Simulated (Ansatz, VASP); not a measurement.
Ni: VASP beside Ansatz

INCAR

```
ALGO = Normal
EDIFF = 1E-7
ENCUT = 520
ISIF = 2
ISMEAR = -1
ISPIN = 2
LASPH = True
LCHARG = False
LMAXMIX = 4
LORBIT = 11
LREAL = False
LWAVE = False
MAGMOM = 1.5
NBANDS = 15
NELM = 150
PREC = Accurate
SIGMA = 0.05
```

KPOINTS

```
k-points
0
Gamma
  20 20 20
```

File POSCAR:

```
Ni
1.0
    0.0530385000      1.7944692500      1.7944692500
    1.7944692500      0.0530385000      1.7944692500
    1.7944692500      1.7944692500      0.0530385000
Ni
1
Direct
    0.0000000000      0.0000000000      0.0000000000
```

Input for Ansatz:

```yaml
crystal:
  lattice:
    - [0.0530385, 1.79446925, 1.79446925]
    - [1.79446925, 0.0530385, 1.79446925]
    - [1.79446925, 1.79446925, 0.0530385]
  atoms:
    - { symbol: Ni, position: [0.0, 0.0, 0.0], spin: 1.5 }
magnetization:
  spin_polarized: true
kpoints:
  mp_grid: { grid: [20, 20, 20] }
  band_path:
    path:
      - [0.0, 0.0, 0.0]
      - [0.5, 0.5, 0.5]
      - [0.2428775097, 0.5, 0.7571224903]
      - [-0.2428775097, 0.2428775097, 0.5]
      - [0.0, 0.0, 0.5]
      - [0.0, 0.0, 0.0]
      - [-0.3714387548, 0.0, 0.3714387548]
      - [0.0, 0.3714387548, 0.6285612452]
      - [0.0, 0.5, 0.5]
    npoints: 5
scf:
  occupations: { method: fermi_dirac, width: 0.05 }
hamiltonian:
  xc: lda
  pseudopotentials: { kind: all_electron, lapw: { basis_error: 0.00025 } }
output:
  forces: true
  stress: true
  eigenvalues: true
```

Change from the starting cell: equal xy, yz and zx shear strains of +3 %.

Alike in both runs: task single point; functional LDA; k mesh 20 × 20 × 20; occupations fermi-dirac, width 0.05 eV; collinear spin.

|  | VASP | Ansatz |
| --- | --- | --- |
| version | VASP 6.6.1 | Ansatz 0.2.0 |
| potentials or method | VASP PAW LDA potentials, release 64 (Ni), cutoff 520 eV | all-electron LAPW, scalar-relativistic |

Ansatz gave:

* pressure (GPa): -19.0
* traceless stress, the component that is largest in VASP (GPa): -3.38
* net moment per atom (μB): 0.63
* size of the moment on the site where the two differ most (μB): 0.65

Problem. What did VASP give for the same quantities?

Solution. Pressure (GPa): -18.7; traceless stress, the component that is largest in VASP (GPa): -3.33; net moment per atom (μB): 0.61; size of the moment on the site where the two differ most (μB): 0.61.

LDA's correlation is that of Perdew and Zunger in VASP and of Perdew and Wang (1992) in Ansatz. Site moments also hang on the region over which each program counts them. Ansatz ran all-electron here, and VASP with PAW potentials.
